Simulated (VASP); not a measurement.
# Ir (Fm-3m) in VASP: notebook

Runs on Ir. Level: PBEsol. Tasks: single point, relaxation of cell and atoms.

All numbers are computed with VASP 6.6.1; they aren't measurements. Logs are shortened: lines on timing, memory, paths and dates and some standing lists are left out, and cuts for length are marked.

## 1. The cell of the first run

Symmetry: Fm-3m, No. 225, cubic system. Conventional cell: a = 3.830 Å, b = 3.830 Å, c = 3.830 Å, α = 90.00°, β = 90.00°, γ = 90.00°. Ir (site symmetry m-3m) has 12 Ir at 2.71 Å within 3.6 Å.

## 2. Single point, PBEsol

Input file INCAR:

```
PREC = Accurate
ENCUT = 520
EDIFF = 1E-6
ISMEAR = 0
SIGMA = 0.1
LREAL = False
LASPH = True
NELM = 80
ALGO = Normal
ISIF = 2
LWAVE = False
LCHARG = False
GGA = PS
NBANDS = 10
```

Input file KPOINTS:

```
regular mesh
0
Gamma
  18 18 18
```

Input file POSCAR:

```
Ir
1.0
    0.0000000000      1.9151529680      1.9151529680
    1.9151529680      0.0000000000      1.9151529680
    1.9151529680      1.9151529680      0.0000000000
Ir
1
Direct
    0.0000000000      0.0000000000      0.0000000000
```

Potentials or basis: VASP PAW PBE potentials, release 64 (Ir).

Run with:

```bash
cat potpaw_PBE.64/Ir/POTCAR > POTCAR
mpirun -np 1 vasp_std > vasp.out
```

OUTCAR:

```text
PREC = Accurate
   ENCUT = 520
   EDIFF = 1E-6
   ISMEAR = 0
   LREAL = False
   LASPH = True
   NELM = 80
   ISIF = 2
   GGA = PS

 ion  position               nearest neighbor table
   1  0.000  0.000  0.000-

  LATTYP: Found a face centered cubic cell.
 ALAT       =     3.8303059360

  Lattice vectors:

 A1 = (   0.0000000000,   1.9151529680,   1.9151529680)
 A2 = (   1.9151529680,   0.0000000000,   1.9151529680)
 A3 = (   1.9151529680,   1.9151529680,   0.0000000000)

Analysis of symmetry for initial positions (statically):
=====================================================================
 Subroutine PRICEL returns:
 Original cell was already a primitive cell.

 Routine SETGRP: Setting up the symmetry group for a
 face centered cubic supercell.

 Subroutine GETGRP returns: Found 48 space group operations
 (whereof 48 operations were pure point group operations)
 out of a pool of 48 trial point group operations.

The static configuration has the point symmetry O_h .

Analysis of symmetry for dynamics (positions and initial velocities):
=====================================================================
 Subroutine PRICEL returns:
 Original cell was already a primitive cell.

 Routine SETGRP: Setting up the symmetry group for a
 face centered cubic supercell.

 Subroutine GETGRP returns: Found 48 space group operations
 (whereof 48 operations were pure point group operations)
 out of a pool of 48 trial point group operations.

The dynamic configuration has the point symmetry O_h .

 Subroutine INISYM returns: Found 48 space group operations
 (whereof 48 operations are pure point group operations),
 and found     1 'primitive' translations

----------------------------------------------------------------------------------------

                                     Primitive cell

  volume of cell :      14.0488

  direct lattice vectors                    reciprocal lattice vectors
     0.000000000  1.915152968  1.915152968    -0.261075751  0.261075751  0.261075751
     1.915152968  0.000000000  1.915152968     0.261075751 -0.261075751  0.261075751
     1.915152968  1.915152968  0.000000000     0.261075751  0.261075751 -0.261075751

  length of vectors
     2.708435301  2.708435301  2.708435301     0.452196466  0.452196466  0.452196466

  position of ions in fractional coordinates (direct lattice)
     0.000000000  0.000000000  0.000000000

  ion indices of the primitive-cell ions
   primitive index   ion index
                 1           1

----------------------------------------------------------------------------------------

 KPOINTS: regular mesh

Automatic generation of k-mesh.
 Grid dimensions read from file:
 generate k-points for:   18   18   18

 Generating k-lattice:

  Cartesian coordinates                     Fractional coordinates (reciprocal lattice)
    -0.014504208  0.014504208  0.014504208     0.055555556  0.000000000  0.000000000
     0.014504208 -0.014504208  0.014504208     0.000000000  0.055555556  0.000000000
     0.014504208  0.014504208 -0.014504208     0.000000000  0.000000000  0.055555556

  Length of vectors
     0.025122026  0.025122026  0.025122026

  Shift w.r.t. Gamma in fractional coordinates (k-lattice)
     0.000000000  0.000000000  0.000000000

 Subroutine IBZKPT returns following result:
 ===========================================

 Found    195 irreducible k-points:

 Following reciprocal coordinates:
            Coordinates               Weight
  0.000000  0.000000  0.000000      1.000000
  0.055556  0.000000  0.000000      8.000000
  0.111111  0.000000  0.000000      8.000000
  0.166667  0.000000  0.000000      8.000000
  0.222222  0.000000  0.000000      8.000000
  0.277778  0.000000  0.000000      8.000000
[... 16 lines left out ...]
 -0.277778  0.055556  0.000000     24.000000
 -0.222222  0.055556  0.000000     24.000000
 [... further k-points ...]
   k-points           NKPTS =    195   k-points in BZ     NKDIM =    195   number of bands    NBANDS=     10
   number of dos      NEDOS =    301   number of ions     NIONS =      1
   total plane-waves  NPLWV =   8000
   dimension x,y,z NGX =    20 NGY =   20 NGZ =   20
   dimension x,y,z NGXF=    40 NGYF=   40 NGZF=   40
   ions per type =               1
   NGX,Y,Z   is equivalent  to a cutoff of  12.28, 12.28, 12.28 a.u.
   NGXF,Y,Z  is equivalent  to a cutoff of  24.55, 24.55, 24.55 a.u.
 SYSTEM =  unknown system
   PREC   = accura    normal or accurate (medium, high low for compatibility)
   ISTART =      0    job   : 0-new  1-cont  2-samecut
   ICHARG =      2    charge: 1-file 2-atom 10-const
   ISPIN  =      1    spin polarized calculation?
   LNONCOLLINEAR =      F non collinear calculations
   LSORBIT =      F    spin-orbit coupling
   LASPH  =      T    aspherical Exc in radial PAW
   ENCUT  =  520.0 eV  38.22 Ry    6.18 a.u.   5.04  5.04  5.04*2*pi/ulx,y,z
   NELM   =     80;   NELMIN=  2; NELMDL= -5     # of ELM steps
   EDIFF  = 0.1E-05   stopping-criterion for ELM
   LREAL  =      F    real-space projection
   EDIFFG = 0.1E-04   stopping-criterion for IOM
   NSW    =      0    number of steps for IOM
   IBRION =     -1    ionic relax: 0-MD 1-quasi-New 2-CG
   NFREE  =      0    steps in history (QN), initial steepest desc. (CG)
   ISIF   =      2    stress and relaxation
   ISYM   =      2    0-nonsym 1-usesym 2-fastsym
   POTIM  = 0.5000    time-step for ionic-motion
   TEBEG  =    0.0;   TEEND  =   0.0 temperature during run
   PSTRESS=    0.0 pullay stress
   NELECT =       9.0000    total number of electrons
   NUPDOWN=      -1.0000    fix difference up-down
   EMIN   =  10.00;   EMAX   =-10.00  energy-range for DOS
   EFERMI =   0.00;   METHOD = LEGACY
   ISMEAR =     0;   SIGMA  =   0.10  broadening in eV -4-tet -1-fermi 0-gaus
   EFERMI_NEDOS =   21; number of points for ismear=-14 and -15
   IALGO  =     38    algorithm
   IMIX   =      4    mixing-type and parameters
     AMIX     =   0.40;   BMIX     =  1.00
     AMIX_MAG =   1.60;   BMIX_MAG =  1.00
  volume/ion in A,a.u.               =      14.05        94.81
  Fermi-wavevector in a.u.,A,eV,Ry     =   1.411266  2.666906 27.098338  1.991672
  Thomas-Fermi vector in A             =   2.533135
   LORBIT       =      0    0 simple, 1 ext, 2 COOP (PROOUT), +10 PAW based schemes
   GGA     = PS    functional components
   LHFCALC =     F    Hartree Fock is set to
   AEXX    =    0.0000 exact exchange contribution
   IVDW    =     0    specifies the selected vdW correction
   LEPSILON=     F    determine dielectric tensor
   LRPA    =     F    only Hartree local field effects (RPA)
 non-spin polarized calculation
 Gauss-broadening in eV      SIGMA  =   0.10
  energy-cutoff  :      520.00
  volume of cell :       14.05
 maximum number of plane-waves:       388
   NGX =  9   NGY =  9   NGZ =  9

 number of electron       9.0000000 magnetization

 Free energy of the ion-electron system (eV)
  ---------------------------------------------------
  ext. energy  EPLUGINS =         0.00000000
  ---------------------------------------------------
  free energy    TOTEN  =        -9.82327054 eV

  energy without entropy =       -9.81824489  energy(sigma->0) =       -9.82075771

 E-fermi :  10.4053     XC(G=0): -14.1425

 val. band max:       10.3982246429   @ k =   0.5000   0.2222   0.1111
 cond. band min:      10.4149696979   @ k =   0.3333   0.1111   0.0556
 fundamental gap:      0.0167450551
 Fermi energy:        10.4053401464

 k-point     1 :       0.0000    0.0000    0.0000
  band No.  band energies     occupation
      1      -0.8987      2.00000
      2       6.4228      2.00000
      3       6.4228      2.00000
      4       6.4228      2.00000
      5       9.1689      2.00000
      6       9.1689      2.00000
      7      24.6725      0.00000
      8      30.2880      0.00000
      9      30.2880      0.00000
     10      30.2880      0.00000

 k-point     2 :       0.0556    0.0000    0.0000
  band No.  band energies     occupation
      1      -0.7600      2.00000
      2       6.3475      2.00000
      3       6.4836      2.00000
      4       6.4836      2.00000
      5       9.1288      2.00000
      6       9.1288      2.00000
      7      24.9143      0.00000
      8      29.5347      0.00000
      9      30.5173      0.00000
     10      30.5173      0.00000

 k-point     3 :       0.1111    0.0000    0.0000
  band No.  band energies     occupation
      1      -0.3582      2.00000
      2       6.1542      2.00000
      3       6.6431      2.00000
      4       6.6431      2.00000
      5       9.0413      2.00000
      6       9.0413      2.00000
      7      25.5784      0.00000
      8      28.0693      0.00000
      9      31.1836      0.00000
     10      31.1836      0.00000

 k-point     4 :       0.1667    0.0000    0.0000
  band No.  band energies     occupation
      1       0.2576      2.00000
      2       5.9351      2.00000
      3       6.8226      2.00000
      4       6.8226      2.00000
      5       9.0065      2.00000
      6       9.0065      2.00000
      7      26.2627      0.00000
      8      26.7197      0.00000
      9      32.2241      0.00000
     10      32.2241      0.00000
[... 222 lines left out ...]
 k-point    22 :      -0.3333    0.0556    0.0000
  band No.  band energies     occupation
      1       2.1996      2.00000
      2       6.5213      2.00000
      3       6.6644      2.00000
      4       6.9266      2.00000
      5       9.9906      2.00000
      6      10.9056      0.00000
      7      21.1151      0.00000
      8      25.7046      0.00000
      9      31.1505      0.00000
     10      33.2321      0.00000

 k-point    23 :      -0.2778    0.0556    0.0000
  band No.  band energies     occupation
      1       1.9116      2.00000
      2       6.0875      2.00000
      3       6.7384      2.00000
      4       6.8485      2.00000
      5       9.3577      2.00000
      6      10.2880      1.90308
      7      22.9112      0.00000
      8      26.7245      0.00000
      9      32.2087      0.00000
     10      34.2092      0.00000

 k-point    24 :      -0.2222    0.0556    0.0000
  band No.  band energies     occupation
      1       1.3341      2.00000
      2       5.7428      2.00000
      3       6.8876      2.00000
      4       6.9814      2.00000
      5       8.8677      2.00000
      6       9.7414      2.00000
      7      24.5285      0.00000
      8      27.3603      0.00000
      9      32.4798      0.00000
     10      33.7038      0.00000

 [... further k-points ...]
[... 5 lines left out ...]
  --------------------------------------------------------------------------------------
  -------------------------------------------------------------------------------------
  Total        0.0857237      0.0857237      0.0857237      0.0000000     -0.0000000      0.0000000
  in kB        9.7762263      9.7762263      9.7762263      0.0000000     -0.0000000      0.0000000
  external PRESSURE =       9.7762263 kB  Pullay stress =       0.0000000 kB

 VOLUME and BASIS-vectors are now :
 -----------------------------------------------------------------------------
  energy-cutoff  :      520.00
  volume of cell :       14.05
      direct lattice vectors                 reciprocal lattice vectors
     0.000000000  1.915152968  1.915152968    -0.261075751  0.261075751  0.261075751
     1.915152968  0.000000000  1.915152968     0.261075751 -0.261075751  0.261075751
     1.915152968  1.915152968  0.000000000     0.261075751  0.261075751 -0.261075751

 POSITION                                       TOTAL-FORCE (eV/Angst)
 -----------------------------------------------------------------------------------
      0.00000      0.00000      0.00000        -0.000000      0.000000     -0.000000
 -----------------------------------------------------------------------------------
    total drift:                               -0.000000      0.000000      0.000000

  FREE ENERGIE OF THE ION-ELECTRON SYSTEM (eV)
  ---------------------------------------------------
  free  energy   TOTEN  =        -9.8232705405 eV

  energy  without entropy=       -9.8182448855  energy(sigma->0) =       -9.82075771
```

It took 8.8 s on 1 thread of Intel Xeon 6975P-C (Granite Rapids), shared host; peak memory 0.14 GiB.

What came out:

```yaml
Free_energy: -9.8233 eV
Pressure: 1.0 GPa
```

Levels at points of the mesh, in eV from the Fermi level:
```csv
k point,band 1,band 2,band 3,band 4,band 5,band 6,band 7,band 8,band 9
"(0.00, 0.00, 0.00)",-11.30,-3.98,-3.98,-3.98,-1.24,-1.24,14.27,19.88,19.88
"(0.50, 0.00, 0.00)",-8.25,-4.08,-4.08,-0.88,0.88,0.88,7.26,13.80,19.78
"(0.50, 0.50, 0.00)",-8.06,-7.48,0.86,1.46,1.46,1.61,10.52,11.66,11.66
```

Caveat: the PAW data sets were made with another functional, which shifts forces and pressure a little; spin-orbit coupling is left out, which moves the levels of the heavy elements.

## 3. Relaxation of cell and atoms, PBEsol

This run uses another cell than the first one, of 14.10 Å³/atom, 1.004 times its volume.

Input file INCAR:

```
SYSTEM = Ir
ALGO = Normal ; EDIFF = 1E-7
EDIFFG = -0.01 ; ENCUT = 600
GGA = PS ; IBRION = 2
ISIF = 3 ; ISMEAR = 0
LASPH = .TRUE. ; LCHARG = .FALSE.
LREAL = .FALSE. ; LWAVE = .FALSE.
NELM = 60 ; NSW = 80
PREC = Accurate ; SIGMA = 0.1
```

Input file KPOINTS:

```
k-points
0
G
  18 18 18
  0 0 0
```

Input file POSCAR:

```
Ir
1.0
    0.0000000000      1.9174316248      1.9174316248
    1.9174316248      0.0000000000      1.9174316248
    1.9174316248      1.9174316248      0.0000000000
Ir
1
Direct
    0.0000000000      0.0000000000      0.0000000000
```

Potentials or basis: VASP PAW PBE potentials, release 64 (Ir).

Run with:

```bash
cat potpaw_PBE.64/Ir/POTCAR > POTCAR
mpirun -np 1 vasp_std > vasp.out
```

Wall time 17 s (1 thread of Intel Xeon 6975P-C (Granite Rapids), shared host); peak memory 0.16 GiB.

It converged, with:

| Quantity | Value |
| --- | --- |
| Free energy | -9.8234 eV |
| Relaxed volume | 14.09 Å³/atom |
| Relaxed cell | a = 2.711 Å, b = 2.711 Å, c = 2.711 Å, α = 60.00°, β = 60.00°, γ = 60.00° |
| Space group after relaxing (to 0.05 Å) | Fm-3m (No. 225) |
| Energy gained by relaxing | 0.0 meV/atom |
| Ionic steps | 3 |
| Pressure after relaxing | 0.0 GPa |

Final structure:
```xyz
1
Lattice="0.0000 1.9169 1.9169 1.9169 0.0000 1.9169 1.9169 1.9169 0.0000" Properties=species:S:1:pos:R:3 pbc="T T T"
Ir    0.0000    0.0000    0.0000
```

Levels at points of the mesh, in eV from the Fermi level:
```csv
k point,band 2,band 3,band 4,band 5,band 6,band 7
"(0.00, 0.00, 0.00)",-3.97,-3.97,-3.97,-1.23,-1.23,14.27
"(0.50, 0.00, 0.00)",-4.07,-4.07,-0.87,0.87,0.87,7.23
"(0.50, 0.50, 0.00)",-7.45,0.85,1.45,1.45,1.61,10.48
```

Caveat: the PAW data sets were made with another functional, which shifts forces and pressure a little; spin-orbit coupling is left out, which moves the levels of the heavy elements.

## 4. Single point, PBEsol

This run uses another cell than the first one, of 14.10 Å³/atom, 1.004 times its volume.

Input file INCAR:

```
ALGO = Fast ; EDIFF = 1E-6
ENCUT = 520 ; GGA = PS
ISIF = 2 ; ISMEAR = 0
LASPH = T ; LCHARG = F
LREAL = F ; LWAVE = F
NBANDS = 10 ; NELM = 60
PREC = Accurate ; SIGMA = 0.1
```

Input file KPOINTS:

```
k-points
0
Gamma
  8 8 8
```

Input file POSCAR:

```
Ir
1.0
    0.0000000000      1.9174316251      1.9174316251
    1.9174316251      0.0000000000      1.9174316251
    1.9174316251      1.9174316251      0.0000000000
Ir
1
Direct
    0.0000000000      0.0000000000      0.0000000000
```

Potentials or basis: VASP PAW PBE potentials, release 64 (Ir).

Run with:

```bash
cat potpaw_PBE.64/Ir/POTCAR > POTCAR
mpirun -np 1 vasp_std > vasp.out
```

OUTCAR:

```text
EDIFF = 1E-6
   ENCUT = 520
   GGA = PS
   ISIF = 2
   ISMEAR = 0
   LASPH = T
   LREAL = F
   NELM = 60
   PREC = Accurate

 ion  position               nearest neighbor table
   1  0.000  0.000  0.000-

  LATTYP: Found a face centered cubic cell.
 ALAT       =     3.8348632502

  Lattice vectors:

 A1 = (   0.0000000000,   1.9174316251,   1.9174316251)
 A2 = (   1.9174316251,   0.0000000000,   1.9174316251)
 A3 = (   1.9174316251,   1.9174316251,   0.0000000000)

Analysis of symmetry for initial positions (statically):
[... 483 lines left out ...]
      4       7.7122      2.00000
      5      10.8931      0.00000
      6      15.4739      0.00000
      7      16.9636      0.00000
      8      26.0568      0.00000
      9      26.2115      0.00000
     10      30.1227      0.00000

 [... further k-points ...]
[... 5 lines left out ...]
  --------------------------------------------------------------------------------------
  -------------------------------------------------------------------------------------
  Total        0.0808608      0.0808608      0.0808608      0.0000000      0.0000000     -0.0000000
  in kB        9.1888012      9.1888012      9.1888012      0.0000000      0.0000000     -0.0000000
  external PRESSURE =       9.1888012 kB  Pullay stress =       0.0000000 kB

 VOLUME and BASIS-vectors are now :
 -----------------------------------------------------------------------------
  energy-cutoff  :      520.00
  volume of cell :       14.10
      direct lattice vectors                 reciprocal lattice vectors
     0.000000000  1.917431625  1.917431625    -0.260765491  0.260765491  0.260765491
     1.917431625  0.000000000  1.917431625     0.260765491 -0.260765491  0.260765491
     1.917431625  1.917431625  0.000000000     0.260765491  0.260765491 -0.260765491

 POSITION                                       TOTAL-FORCE (eV/Angst)
 -----------------------------------------------------------------------------------
      0.00000      0.00000      0.00000         0.000000      0.000000     -0.000000
 -----------------------------------------------------------------------------------
    total drift:                               -0.000000     -0.000000     -0.000000

  FREE ENERGIE OF THE ION-ELECTRON SYSTEM (eV)
  ---------------------------------------------------
  free  energy   TOTEN  =        -9.7462708434 eV

  energy  without entropy=       -9.7371530077  energy(sigma->0) =       -9.74171193
```

Run time: 14 s. Hardware: 1 thread of AMD EPYC 7R13, shared host; peak memory 0.1 GiB.

What came out:

```
Free energy : -9.7463 eV
Pressure    : 0.9 GPa
```

Levels at points of the mesh, in eV from the Fermi level:
```csv
k point,band 2,band 3,band 4,band 5,band 6,band 7
"(0.00, 0.00, 0.00)",-3.98,-3.98,-3.98,-1.23,-1.23,14.24
"(0.50, 0.00, 0.00)",-4.07,-4.07,-0.88,0.86,0.86,7.21
"(0.50, 0.50, 0.00)",-7.46,0.85,1.43,1.43,1.59,10.46
```

Caveat: the PAW data sets were made with another functional, which shifts forces and pressure a little; spin-orbit coupling is left out, which moves the levels of the heavy elements.

## 5. The runs side by side

```tsv
task	cell	k mesh	cutoff (eV)	gap on the mesh (eV)	pressure (GPa)
single point	a = 2.708 Å, angles 60.0°, 1 atom	18 × 18 × 18	520	none	1.0
relaxation of cell and atoms	relaxed from a = 2.712 Å, angles 60.0°, 1 atom	18 × 18 × 18	600	none	0.0
single point	a = 2.712 Å, angles 60.0°, 1 atom	8 × 8 × 8	520	none	0.9
```

Alike in all rows: level PBEsol; potentials or basis VASP PAW PBE potentials, release 64 (Ir); no spin polarisation; smearing gaussian 0.1 eV.

Caveats: the PAW data sets were made with another functional, which shifts forces and pressure a little; spin-orbit coupling is left out, which moves the levels of the heavy elements.

Total energies depend on the potentials used, so only differences within one code and one set of settings carry meaning.
